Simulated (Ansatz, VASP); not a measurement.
**Sr in VASP and in Ansatz**

Contents of INCAR:

```
PREC = Accurate
ENCUT = 520
EDIFF = 1E-6
ISMEAR = 0
SIGMA = 0.1
LREAL = F
LASPH = T
NELM = 60
ALGO = Fast
ISIF = 2
LWAVE = F
LCHARG = F
GGA = PS
NBANDS = 22
```

Contents of KPOINTS:

```
regular mesh
0
Gamma
  6 6 6
```

File POSCAR:

```
Sr
1.0
    2.2827529686      1.3179480409     11.0324018601
   -2.2827529686      1.3179480409     11.0324018601
    0.0000000000     -2.6358960819     11.0324018601
Sr
3
Direct
    0.0000000000      0.0000000000      0.0000000000
    0.2222200000      0.2222200000      0.2222200000
    0.7777800000      0.7777800000      0.7777800000
```

Input for Ansatz:

```yaml
crystal:
  lattice:
    - [2.2827529686, 1.3179480409, 11.0324018601]
    - [-2.2827529686, 1.3179480409, 11.0324018601]
    - [0.0, -2.6358960819, 11.0324018601]
  atoms:
    - { symbol: Sr, position: [0.0, 0.0, 0.0] }
    - { symbol: Sr, position: [0.22222, 0.22222, 0.22222] }
    - { symbol: Sr, position: [0.77778, 0.77778, 0.77778] }
basis:
  ecutwfc: 420
kpoints:
  mp_grid: { grid: [6, 6, 6] }
hamiltonian:
  xc: pbesol
scf:
  occupations: { method: gaussian, width: 0.1 }
  lower_state_search: "off"
output:
  forces: true
  stress: true
  eigenvalues: true
```

Alike in both runs: task single point; functional PBEsol; k mesh 6 × 6 × 6; occupations gaussian, width 0.1 eV; no spin polarisation.

|  | VASP | Ansatz |
| --- | --- | --- |
| version | VASP 6.6.1 | Ansatz 0.2.0 |
| potentials or method | VASP PAW PBE potentials, release 64 (Sr_sv), cutoff 520 eV | scalar-relativistic, plane waves, PAW |
| valence electrons in the cell | 30 | 30 |

|  | VASP | Ansatz | Ansatz less VASP |
| --- | --- | --- | --- |
| gap on the k mesh at the Fermi level (eV) | none | none | - |
| pressure (GPa) | -2.0 | -2.0 | -0.01 |
| traceless stress, the component that is largest in VASP (GPa) | 0.05 | 0.05 | +0.001 |

VASP's potentials were made for PBE, not for PBEsol. A gap of «none» marks a metal or a gap that the smearing closes. With one functional, cell and mesh, what is left measures potentials, basis and numerics.
